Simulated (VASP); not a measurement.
# RuSe (F-43m) in VASP: further runs, part 2 of 2

VASP 6.6.1. The steps go on from the part before.

**4. Single point, PBE (volume scaled by 1.020)**

Input file INCAR:

```
PREC = Accurate
ENCUT = 520
EDIFF = 1E-6
ISMEAR = 0
SIGMA = 0.05
LREAL = F
LASPH = T
NELM = 80
ALGO = Normal
ISIF = 2
LWAVE = F
LCHARG = F
GGA = PE
NBANDS = 17
```

Input file KPOINTS:

```
Automatic mesh
0
Gamma
  10 10 10
```

Input file POSCAR:

```
RuSe
1.0
    0.0000000000      2.7702446367      2.7702446367
    2.7702446367      0.0000000000      2.7702446367
    2.7702446367      2.7702446367      0.0000000000
Ru Se
1 1
Direct
    0.0000000000      0.0000000000      0.0000000000
    0.2500000000      0.2500000000      0.2500000000
```

Potentials or basis: VASP PAW PBE potentials, release 64 (Ru_pv, Se).

Launch:

```bash
$ cat potpaw_PBE.64/Ru_pv/POTCAR potpaw_PBE.64/Se/POTCAR > POTCAR
$ mpirun -np 1 vasp_std > vasp.out
```

OUTCAR:

```text
PREC = Accurate
   ENCUT = 520
   EDIFF = 1E-6
   ISMEAR = 0
   LREAL = F
   LASPH = T
   NELM = 80
   ISIF = 2
   GGA = PE

 ion  position               nearest neighbor table
   1  0.000  0.000  0.000-   2 2.40   2 2.40   2 2.40   2 2.40
   2  0.250  0.250  0.250-   1 2.40   1 2.40   1 2.40   1 2.40

  LATTYP: Found a face centered cubic cell.
 ALAT       =     5.5404892734

  Lattice vectors:

 A1 = (   0.0000000000,   2.7702446367,   2.7702446367)
 A2 = (   2.7702446367,   0.0000000000,   2.7702446367)
 A3 = (   2.7702446367,   2.7702446367,   0.0000000000)

Analysis of symmetry for initial positions (statically):
=====================================================================
 Subroutine PRICEL returns:
 Original cell was already a primitive cell.

 Routine SETGRP: Setting up the symmetry group for a
 face centered cubic supercell.

 Subroutine GETGRP returns: Found 24 space group operations
 (whereof 24 operations were pure point group operations)
 out of a pool of 48 trial point group operations.

The static configuration has the point symmetry T_d .

[... 155 lines left out ...]
  ext. energy  EPLUGINS =         0.00000000
  ---------------------------------------------------
  free energy    TOTEN  =       -12.41908608 eV

  energy without entropy =      -12.41617248  energy(sigma->0) =      -12.41762928

 E-fermi :   6.1048     XC(G=0): -10.4704

 val. band max:        6.1019980045   @ k =   0.5000   0.4000   0.0000
 cond. band min:       6.1063116798   @ k =   0.4000   0.2000   0.1000
 fundamental gap:      0.0043136753
 Fermi energy:         6.1047528654

 k-point     1 :       0.0000    0.0000    0.0000
  band No.  band energies     occupation
      1     -36.4002      2.00000
      2     -36.4002      2.00000
      3     -36.4002      2.00000
      4      -8.7699      2.00000
      5       0.9505      2.00000
      6       0.9505      2.00000
[... 457 lines left out ...]
      4      -8.0336      2.00000
      5       0.0849      2.00000
      6       1.6497      2.00000
[... 9 lines left out ...]
     16      16.5343      0.00000
     17      17.5310      0.00000

 [... further k-points ...]
[... 5 lines left out ...]
  --------------------------------------------------------------------------------------
  -------------------------------------------------------------------------------------
  Total       -0.5652606     -0.5652606     -0.5652606      0.0000000      0.0000000      0.0000000
  in kB      -21.2997714    -21.2997714    -21.2997714      0.0000000      0.0000000      0.0000000
  external PRESSURE =     -21.2997714 kB  Pullay stress =       0.0000000 kB

 VOLUME and BASIS-vectors are now :
 -----------------------------------------------------------------------------
  energy-cutoff  :      520.00
  volume of cell :       42.52
      direct lattice vectors                 reciprocal lattice vectors
     0.000000000  2.770244637  2.770244637    -0.180489475  0.180489475  0.180489475
     2.770244637  0.000000000  2.770244637     0.180489475 -0.180489475  0.180489475
     2.770244637  2.770244637  0.000000000     0.180489475  0.180489475 -0.180489475

 POSITION                                       TOTAL-FORCE (eV/Angst)
 -----------------------------------------------------------------------------------
      0.00000      0.00000      0.00000        -0.000000     -0.000000     -0.000000
      1.38512      1.38512      1.38512         0.000000      0.000000      0.000000
 -----------------------------------------------------------------------------------
    total drift:                                0.000001      0.000001      0.000001

  FREE ENERGIE OF THE ION-ELECTRON SYSTEM (eV)
  ---------------------------------------------------
  free  energy   TOTEN  =       -12.4190860847 eV

  energy  without entropy=      -12.4161724781  energy(sigma->0) =      -12.41762928
```

stdout:

```text
POSCAR found type information on POSCAR RuSe
 POSCAR found :  2 types and       2 ions
 scaLAPACK will be used
 LDA part: xc-table for (Slater+PW92), standard interpolation
 POSCAR, INCAR and KPOINTS ok, starting setup
 FFT: planning ... GRIDC
 FFT: planning ... GRID_SOFT
 FFT: planning ... GRID
 WAVECAR not read
 entering main loop
```

Wall time 64 s (1 thread of AMD EPYC 7R13, shared host); peak memory 0.16 GiB.

What came out:

```yaml
Free_energy: -12.4191 eV
Pressure: -2.1 GPa
Band_gap_on_the_k_mesh: zero (band 10 reaches 8.09 eV, above the bottom of band 11 at 5.73 eV)
```

**5. Single point, PBE (volume scaled by 1.040)**

Input file INCAR:

```
PREC = Accurate
ENCUT = 520
EDIFF = 1E-6
ISMEAR = 0
SIGMA = 0.05
LREAL = False
LASPH = True
NELM = 80
ALGO = Normal
ISIF = 2
LWAVE = False
LCHARG = False
GGA = PE
NBANDS = 17
```

KPOINTS is that of step 4.

Input file POSCAR:

```
RuSe
1.0
    0.0000000000      2.7882337423      2.7882337423
    2.7882337423      0.0000000000      2.7882337423
    2.7882337423      2.7882337423      0.0000000000
Ru Se
1 1
Direct
    0.0000000000      0.0000000000      0.0000000000
    0.2500000000      0.2500000000      0.2500000000
```

Potentials or basis: VASP PAW PBE potentials, release 64 (Ru_pv, Se).

Launch:

```bash
$ cat potpaw_PBE.64/Ru_pv/POTCAR potpaw_PBE.64/Se/POTCAR > POTCAR
$ mpirun -np 1 vasp_std > vasp.out
```

OUTCAR:

```text
PREC = Accurate
   ENCUT = 520
   EDIFF = 1E-6
   ISMEAR = 0
   LREAL = False
   LASPH = True
   NELM = 80
   ISIF = 2
   GGA = PE

 ion  position               nearest neighbor table
   1  0.000  0.000  0.000-   2 2.41   2 2.41   2 2.41   2 2.41
   2  0.250  0.250  0.250-   1 2.41   1 2.41   1 2.41   1 2.41

  LATTYP: Found a face centered cubic cell.
 ALAT       =     5.5764674846

  Lattice vectors:

 A1 = (   0.0000000000,   2.7882337423,   2.7882337423)
 A2 = (   2.7882337423,   0.0000000000,   2.7882337423)
 A3 = (   2.7882337423,   2.7882337423,   0.0000000000)

Analysis of symmetry for initial positions (statically):
=====================================================================
 Subroutine PRICEL returns:
 Original cell was already a primitive cell.

 Routine SETGRP: Setting up the symmetry group for a
 face centered cubic supercell.

 Subroutine GETGRP returns: Found 24 space group operations
 (whereof 24 operations were pure point group operations)
 out of a pool of 48 trial point group operations.

The static configuration has the point symmetry T_d .
[... 155 lines left out ...]
  ---------------------------------------------------
  ext. energy  EPLUGINS =         0.00000000
  ---------------------------------------------------
  free energy    TOTEN  =       -12.40289274 eV

  energy without entropy =      -12.39979880  energy(sigma->0) =      -12.40134577

 E-fermi :   5.8826     XC(G=0): -10.3732

 val. band max:        5.8806292423   @ k =   0.5000   0.4000   0.0000
 cond. band min:       5.8844621168   @ k =   0.4000   0.2000   0.1000
 fundamental gap:      0.0038328745
 Fermi energy:         5.8826158472

 k-point     1 :       0.0000    0.0000    0.0000
  band No.  band energies     occupation
      1     -36.5915      2.00000
      2     -36.5915      2.00000
      3     -36.5915      2.00000
      4      -8.8867      2.00000
      5       0.8318      2.00000
      6       0.8318      2.00000
[... 457 lines left out ...]
      4      -8.1809      2.00000
      5      -0.0208      2.00000
      6       1.5051      2.00000
[... 9 lines left out ...]
     16      16.2251      0.00000
     17      17.1902      0.00000

 [... further k-points ...]
[... 5 lines left out ...]
  --------------------------------------------------------------------------------------
  -------------------------------------------------------------------------------------
  Total       -1.1127125     -1.1127125     -1.1127125     -0.0000000      0.0000000      0.0000000
  in kB      -41.1221700    -41.1221700    -41.1221700     -0.0000000      0.0000000      0.0000000
  external PRESSURE =     -41.1221700 kB  Pullay stress =       0.0000000 kB

 VOLUME and BASIS-vectors are now :
 -----------------------------------------------------------------------------
  energy-cutoff  :      520.00
  volume of cell :       43.35
      direct lattice vectors                 reciprocal lattice vectors
     0.000000000  2.788233742  2.788233742    -0.179324994  0.179324994  0.179324994
     2.788233742  0.000000000  2.788233742     0.179324994 -0.179324994  0.179324994
     2.788233742  2.788233742  0.000000000     0.179324994  0.179324994 -0.179324994

 POSITION                                       TOTAL-FORCE (eV/Angst)
 -----------------------------------------------------------------------------------
      0.00000      0.00000      0.00000        -0.000000     -0.000000      0.000000
      1.39412      1.39412      1.39412         0.000000      0.000000     -0.000000
 -----------------------------------------------------------------------------------
    total drift:                                0.000001      0.000001      0.000001

  FREE ENERGIE OF THE ION-ELECTRON SYSTEM (eV)
  ---------------------------------------------------
  free  energy   TOTEN  =       -12.4028927373 eV

  energy  without entropy=      -12.3997988038  energy(sigma->0) =      -12.40134577
```

OSZICAR:

```text
N       E                     dE             d eps       ncg     rms          rms(c)
DAV:   1     0.147836745171E+03    0.14784E+03   -0.11113E+04  1638   0.110E+03
DAV:   2    -0.855319627776E+01   -0.15639E+03   -0.15214E+03  1866   0.299E+02
DAV:   3    -0.125741991619E+02   -0.40210E+01   -0.39914E+01  2015   0.486E+01
DAV:   4    -0.126035609248E+02   -0.29362E-01   -0.29349E-01  1898   0.418E+00
DAV:   5    -0.126040187501E+02   -0.45783E-03   -0.45776E-03  2105   0.472E-01    0.982E+00
DAV:   6    -0.124585645901E+02    0.14545E+00   -0.99268E-01  1659   0.925E+00    0.434E+00
DAV:   7    -0.124126341602E+02    0.45930E-01   -0.18897E-01  1676   0.426E+00    0.329E+00
DAV:   8    -0.124026445819E+02    0.99896E-02   -0.28241E-02  1688   0.163E+00    0.217E-01
DAV:   9    -0.124027425546E+02   -0.97973E-04   -0.80336E-04  2192   0.209E-01    0.142E-01
DAV:  10    -0.124028791995E+02   -0.13664E-03   -0.18123E-04  1712   0.904E-02    0.288E-02
DAV:  11    -0.124028911242E+02   -0.11925E-04   -0.13258E-05  1816   0.255E-02    0.645E-03
DAV:  12    -0.124028924620E+02   -0.13379E-05   -0.26208E-06  1710   0.116E-02    0.245E-03
DAV:  13    -0.124028927373E+02   -0.27531E-06   -0.27305E-07  1447   0.355E-03
   1 F= -.12402893E+02 E0= -.12401346E+02  d E =-.309393E-02
```

Wall time 59 s (1 thread of AMD EPYC 7R13, shared host); peak memory 0.16 GiB.

What came out:

```yaml
Free_energy: -12.4029 eV
Pressure: -4.1 GPa
Band_gap_on_the_k_mesh: zero (band 10 reaches 7.81 eV, above the bottom of band 11 at 5.52 eV)
```

**6. Overview**

```csv
cell,smearing,gap on the mesh (eV),pressure (GPa)
"a = 3.892 Å, angles 60.0°, 2 atoms",gaussian 0.05 eV,none,0.1
"a = 3.892 Å, angles 60.0°, 2 atoms",gaussian 0.01 eV,none,0.1
"a = 3.918 Å, angles 60.0°, 2 atoms",gaussian 0.05 eV,none,-2.1
"a = 3.943 Å, angles 60.0°, 2 atoms",gaussian 0.05 eV,none,-4.1
```

Alike in all rows: task single point; level PBE; potentials or basis VASP PAW PBE potentials, release 64 (Ru_pv, Se); no spin polarisation; k mesh 10 × 10 × 10; cutoff (eV) 520.

Absolute energies hang on the potentials; compare differences alone.
